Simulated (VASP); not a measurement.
# Mg (P6_3/mmc) in VASP: single point with PBEsol

Aim: the single point of Mg with PBEsol.

Everything below comes from runs of VASP 6.6.1. Logs are shortened: lines on timing, memory, paths and dates and some standing lists are left out, and cuts for length are marked.

### Step 1. The cell of the first run

Symmetry: P6_3/mmc, No. 194, hexagonal system. The conventional cell has a = 3.189 Å, b = 3.189 Å, c = 5.108 Å, α = 90.00°, β = 90.00°, γ = 120.00°. Mg (site symmetry -6m2) has 12 Mg at 3.15 to 3.19 Å within 4.1 Å.

### Step 2. Single point, PBEsol

File INCAR:

```
SYSTEM = Mg
ALGO = Normal
EDIFF = 1E-6
ENCUT = 520
GGA = PS
ISIF = 2
ISMEAR = 0
LASPH = .TRUE.
LCHARG = .TRUE.
LELF = .TRUE.
LREAL = .FALSE.
LVHAR = .TRUE.
LWAVE = .FALSE.
NBANDS = 9
NELM = 80
PREC = Accurate
SIGMA = 0.1
```

File KPOINTS:

```
k-points
0
G
  15 15 8
  0 0 0
```

File POSCAR:

```
Mg
1.0
    3.1887541805      0.0000000000      0.0000000000
   -1.5943770902      2.7615421267      0.0000000000
    0.0000000000      0.0000000000      5.1080891058
Mg
2
Direct
    0.3333333333      0.6666666667      0.2500000000
    0.6666666667      0.3333333333      0.7500000000
```

Potentials or basis: VASP PAW PBE potentials, release 64 (Mg).

The run is started by

```
$ cat potpaw_PBE.64/Mg/POTCAR > POTCAR
$ mpirun -np 1 vasp_std > vasp.out
```

OUTCAR:

```text
SYSTEM = Mg
   EDIFF = 1E-6
   ENCUT = 520
   GGA = PS
   ISIF = 2
   ISMEAR = 0
   LASPH = .TRUE.
   LREAL = .FALSE.
   NELM = 80
   PREC = Accurate

 ion  position               nearest neighbor table
   1  0.333  0.667  0.250-   2 3.15   2 3.15   2 3.15   2 3.15   2 3.15   2 3.15
   2  0.667  0.333  0.750-   1 3.15   1 3.15   1 3.15   1 3.15   1 3.15   1 3.15

  LATTYP: Found a hexagonal cell.
 ALAT       =     3.1887541805
 C/A-ratio  =     1.6019074587

  Lattice vectors:

 A1 = (   3.1887541805,   0.0000000000,   0.0000000000)
 A2 = (  -1.5943770902,   2.7615421267,   0.0000000000)
 A3 = (   0.0000000000,   0.0000000000,   5.1080891058)

Analysis of symmetry for initial positions (statically):
=====================================================================
 Subroutine PRICEL returns:
 Original cell was already a primitive cell.

 Routine SETGRP: Setting up the symmetry group for a
 hexagonal supercell.

 Subroutine GETGRP returns: Found 24 space group operations
 (whereof 12 operations were pure point group operations)
 out of a pool of 24 trial point group operations.

The static configuration has the point symmetry D_3d.
 The point group associated with its full space group is D_6h.

Analysis of symmetry for dynamics (positions and initial velocities):
=====================================================================
 Subroutine PRICEL returns:
 Original cell was already a primitive cell.

 Routine SETGRP: Setting up the symmetry group for a
 hexagonal supercell.

 Subroutine GETGRP returns: Found 24 space group operations
 (whereof 12 operations were pure point group operations)
 out of a pool of 24 trial point group operations.

The dynamic configuration has the point symmetry D_3d.
 The point group associated with its full space group is D_6h.

 Subroutine INISYM returns: Found 24 space group operations
 (whereof 12 operations are pure point group operations),
 and found     1 'primitive' translations

----------------------------------------------------------------------------------------

                                     Primitive cell

  volume of cell :      44.9812

  direct lattice vectors                    reciprocal lattice vectors
     3.188754181  0.000000000  0.000000000     0.313602098  0.181058256  0.000000000
    -1.594377090  2.761542127  0.000000000     0.000000000  0.362116511  0.000000000
     0.000000000  0.000000000  5.108089106     0.000000000  0.000000000  0.195767924

  length of vectors
     3.188754181  3.188754180  5.108089106     0.362116511  0.362116511  0.195767924

  position of ions in fractional coordinates (direct lattice)
     0.333333333  0.666666667  0.250000000
     0.666666667  0.333333333  0.750000000

  ion indices of the primitive-cell ions
   primitive index   ion index
                 1           1
                 2           2

----------------------------------------------------------------------------------------

 KPOINTS: k-points

Automatic generation of k-mesh.
 Grid dimensions read from file:
 generate k-points for:   15   15    8

 Generating k-lattice:

  Cartesian coordinates                     Fractional coordinates (reciprocal lattice)
     0.020906807  0.012070550  0.000000000     0.066666667  0.000000000  0.000000000
     0.000000000  0.024141101  0.000000000     0.000000000  0.066666667  0.000000000
     0.000000000  0.000000000  0.024470991     0.000000000  0.000000000  0.125000000

  Length of vectors
     0.024141101  0.024141101  0.024470991

  Shift w.r.t. Gamma in fractional coordinates (k-lattice)
     0.000000000  0.000000000  0.000000000

 Subroutine IBZKPT returns following result:
 ===========================================

 Found    135 irreducible k-points:

 Following reciprocal coordinates:
            Coordinates               Weight
  0.000000  0.000000  0.000000      1.000000
  0.066667  0.000000  0.000000      6.000000
  0.133333  0.000000  0.000000      6.000000
  0.200000  0.000000  0.000000      6.000000
  0.266667  0.000000  0.000000      6.000000
  0.333333  0.000000  0.000000      6.000000
[... 16 lines left out ...]
  0.333333  0.200000  0.000000     12.000000
  0.400000  0.200000  0.000000      6.000000
 [... further k-points ...]
   k-points           NKPTS =    135   k-points in BZ     NKDIM =    135   number of bands    NBANDS=      9
   number of dos      NEDOS =    301   number of ions     NIONS =      2
   total plane-waves  NPLWV =  23040
   dimension x,y,z NGX =    24 NGY =   24 NGZ =   40
   dimension x,y,z NGXF=    48 NGYF=   48 NGZF=   80
   ions per type =               2
   NGX,Y,Z   is equivalent  to a cutoff of  12.51, 12.51, 13.02 a.u.
   NGXF,Y,Z  is equivalent  to a cutoff of  25.02, 25.02, 26.04 a.u.
 SYSTEM =  Mg
   PREC   = accura    normal or accurate (medium, high low for compatibility)
   ISTART =      0    job   : 0-new  1-cont  2-samecut
   ICHARG =      2    charge: 1-file 2-atom 10-const
   ISPIN  =      1    spin polarized calculation?
   LNONCOLLINEAR =      F non collinear calculations
   LSORBIT =      F    spin-orbit coupling
   LASPH  =      T    aspherical Exc in radial PAW
   ENCUT  =  520.0 eV  38.22 Ry    6.18 a.u.   5.93  5.93  9.50*2*pi/ulx,y,z
   NELM   =     80;   NELMIN=  2; NELMDL= -5     # of ELM steps
   EDIFF  = 0.1E-05   stopping-criterion for ELM
   LREAL  =      F    real-space projection
   EDIFFG = 0.1E-04   stopping-criterion for IOM
   NSW    =      0    number of steps for IOM
   IBRION =     -1    ionic relax: 0-MD 1-quasi-New 2-CG
   NFREE  =      0    steps in history (QN), initial steepest desc. (CG)
   ISIF   =      2    stress and relaxation
   ISYM   =      2    0-nonsym 1-usesym 2-fastsym
   POTIM  = 0.5000    time-step for ionic-motion
   TEBEG  =    0.0;   TEEND  =   0.0 temperature during run
   PSTRESS=    0.0 pullay stress
   NELECT =       4.0000    total number of electrons
   NUPDOWN=      -1.0000    fix difference up-down
   EMIN   =  10.00;   EMAX   =-10.00  energy-range for DOS
   EFERMI =   0.00;   METHOD = LEGACY
   ISMEAR =     0;   SIGMA  =   0.10  broadening in eV -4-tet -1-fermi 0-gaus
   EFERMI_NEDOS =   21; number of points for ismear=-14 and -15
   IALGO  =     38    algorithm
   IMIX   =      4    mixing-type and parameters
     AMIX     =   0.40;   BMIX     =  1.00
     AMIX_MAG =   1.60;   BMIX_MAG =  1.00
  volume/ion in A,a.u.               =      22.49       151.77
  Fermi-wavevector in a.u.,A,eV,Ry     =   0.730720  1.380861  7.264858  0.533952
  Thomas-Fermi vector in A             =   1.822760
   LORBIT       =      0    0 simple, 1 ext, 2 COOP (PROOUT), +10 PAW based schemes
   GGA     = PS    functional components
   LHFCALC =     F    Hartree Fock is set to
   AEXX    =    0.0000 exact exchange contribution
   IVDW    =     0    specifies the selected vdW correction
   LEPSILON=     F    determine dielectric tensor
   LRPA    =     F    only Hartree local field effects (RPA)
 non-spin polarized calculation
 Gauss-broadening in eV      SIGMA  =   0.10
  energy-cutoff  :      520.00
  volume of cell :       44.98
 maximum number of plane-waves:      1234
 NGX is ok and might be reduce to    24
   NGX = 11   NGY = 11   NGZ = 19

 number of electron       4.0000000 magnetization

 Free energy of the ion-electron system (eV)
  ---------------------------------------------------
  ext. energy  EPLUGINS =         0.00000000
  ---------------------------------------------------
  free energy    TOTEN  =        -3.44981131 eV

  energy without entropy =       -3.44503284  energy(sigma->0) =       -3.44742208

 E-fermi :   2.6966     XC(G=0):  -8.5980

 val. band max:        2.6750182199   @ k =   0.3333   0.1333   0.1250
 cond. band min:       2.7079321356   @ k =   0.2667   0.2667   0.2500
 fundamental gap:      0.0329139157
 Fermi energy:         2.6965930439

 k-point     1 :       0.0000    0.0000    0.0000
  band No.  band energies     occupation
      1      -4.3187      2.00000
      2       1.0513      2.00000
      3       1.5879      2.00000
      4      13.6011      0.00000
      5      13.6011      0.00000
      6      13.7282      0.00000
      7      13.7282      0.00000
      8      14.6948      0.00000
      9      16.1815      0.00000

 k-point     2 :       0.0667    0.0000    0.0000
  band No.  band energies     occupation
      1      -4.2308      2.00000
      2       1.1313      2.00000
      3       1.6730      2.00000
      4      11.8490      0.00000
      5      12.6378      0.00000
      6      13.4657      0.00000
      7      14.8164      0.00000
      8      15.5325      0.00000
      9      16.5701      0.00000

 k-point     3 :       0.1333    0.0000    0.0000
  band No.  band energies     occupation
      1      -3.9675      2.00000
      2       1.3713      2.00000
      3       1.9262      2.00000
      4       9.8010      0.00000
      5      11.7572      0.00000
      6      12.5203      0.00000
      7      14.6021      0.00000
      8      15.3347      0.00000
      9      15.9408      0.00000

 k-point     4 :       0.2000    0.0000    0.0000
  band No.  band energies     occupation
      1      -3.5304      2.00000
      2       1.7718      2.00000
      3       2.3393      2.00000
      4       7.8425      0.00000
      5      11.0235      0.00000
      6      11.5171      0.00000
      7      12.6478      0.00000
      8      14.0176      0.00000
      9      15.6294      0.00000
[... 205 lines left out ...]
 k-point    22 :       0.2667    0.2000    0.0000
  band No.  band energies     occupation
      1      -1.1204      2.00000
      2       3.5962      0.00000
      3       4.0183      0.00000
      4       4.5640      0.00000
      5       5.7617      0.00000
      6       8.8324      0.00000
      7       9.9209      0.00000
      8      10.1913      0.00000
      9      11.4087      0.00000

 k-point    23 :       0.3333    0.2000    0.0000
  band No.  band energies     occupation
      1      -0.1080      2.00000
      2       2.3451      2.00000
      3       4.5794      0.00000
      4       4.9782      0.00000
      5       6.1464      0.00000
      6       7.4180      0.00000
      7       8.7089      0.00000
      8       9.9113      0.00000
      9      11.1242      0.00000

 k-point    24 :       0.4000    0.2000    0.0000
  band No.  band energies     occupation
      1       1.0394      2.00000
      2       1.0702      2.00000
      3       4.5761      0.00000
      4       5.9363      0.00000
      5       6.3031      0.00000
      6       6.6130      0.00000
      7       8.0148      0.00000
      8       9.8228      0.00000
      9      11.0357      0.00000

 [... further k-points ...]

------------------------ aborting loop because EDIFF is reached ----------------------------------------

  FORCE on cell =-STRESS in cart. coord.  units (eV):
  Direction    XX          YY          ZZ          XY          YZ          ZX
  --------------------------------------------------------------------------------------
  -------------------------------------------------------------------------------------
  Total       -0.0074556     -0.0074556     -0.0099243     -0.0000000      0.0000000      0.0000000
  in kB       -0.2655601     -0.2655601     -0.3534924     -0.0000000      0.0000000      0.0000000
  external PRESSURE =      -0.2948709 kB  Pullay stress =       0.0000000 kB

 VOLUME and BASIS-vectors are now :
 -----------------------------------------------------------------------------
  energy-cutoff  :      520.00
  volume of cell :       44.98
      direct lattice vectors                 reciprocal lattice vectors
     3.188754181  0.000000000  0.000000000     0.313602098  0.181058256  0.000000000
    -1.594377090  2.761542127  0.000000000     0.000000000  0.362116511  0.000000000
     0.000000000  0.000000000  5.108089106     0.000000000  0.000000000  0.195767924

 POSITION                                       TOTAL-FORCE (eV/Angst)
 -----------------------------------------------------------------------------------
     -0.00000      1.84103      1.27702        -0.000000      0.000000      0.000000
      1.59438      0.92051      3.83107         0.000000     -0.000000      0.000000
 -----------------------------------------------------------------------------------
    total drift:                                0.000000     -0.000000      0.000000

  FREE ENERGIE OF THE ION-ELECTRON SYSTEM (eV)
  ---------------------------------------------------
  free  energy   TOTEN  =        -3.4498113136 eV

  energy  without entropy=       -3.4450328428  energy(sigma->0) =       -3.44742208
```

It took 18 s on 1 thread of Intel Xeon 6975P-C, shared host; peak memory 0.19 GiB.

What came out:

```
Free energy            : -3.4498 eV
Pressure               : 0.0 GPa
Band gap on the k mesh : zero (band 2 reaches 3.60 eV, above the bottom of band 3 at 1.59 eV)
```

Levels at points of the mesh, in eV from the Fermi level:
| k point | band 1 | band 2 | band 3 | band 4 | band 5 | band 6 | band 7 |
| --- | --- | --- | --- | --- | --- | --- | --- |
| (0.00, 0.00, 0.00) | -7.02 | -1.65 | -1.11 | 10.90 | 10.90 | 11.03 | 11.03 |
| (0.00, 0.00, 0.50) | -5.58 | -5.58 | 5.30 | 5.30 | 11.67 | 11.67 | 11.67 |

Caveat: the PAW data sets were made with another functional, which shifts forces and pressure a little.
